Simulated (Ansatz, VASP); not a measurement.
## Two plane-wave programs on ZnAu

```
Zn Au
1.0
     3.14700    0.00000    0.00000
     0.00000    3.14700    0.00000
     0.00000    0.00000    3.14700
Zn Au
1 1
Direct
  0.45500 0.45500 0.45500
  0.04500 0.04500 0.04500
```

Change from the starting cell: shortest bond scaled by 0.82, PAW files.

Alike in both runs: task single point; functional PBEsol; k mesh 10 × 10 × 10; occupations fermi-dirac, width 0.05 eV; no spin polarisation.

|  | VASP | Ansatz |
| --- | --- | --- |
| version | VASP 6.6.1 | Ansatz 0.2.0 |
| potentials or method | VASP PAW PBE potentials, release 64 (Zn, Au) | PAW with Ansatz's default frozen-core files, scalar-relativistic |
| plane-wave cutoff (eV) | 520 | 420 |
| valence electrons in the cell | 23 | 31 |

VASP gave:

- pressure (GPa): 12.7
- traceless stress, the component that is largest in VASP (GPa): 11.15
- rms of the force components (eV/Å): 2.155

**Question.** What did Ansatz give for the same quantities?

**Answer.** Pressure (GPa): 12.3; traceless stress, the component that is largest in VASP (GPa): 10.97; rms of the force components (eV/Å): 2.119.

VASP's potentials were made for PBE, not for PBEsol. Atom by atom the forces differ by 0.037 eV/Å (rms over components). VASP's potentials hold 23 valence electrons a cell and Ansatz's 31, so a difference there can come from the potentials and not from the codes.

Spin-orbit coupling is off throughout.
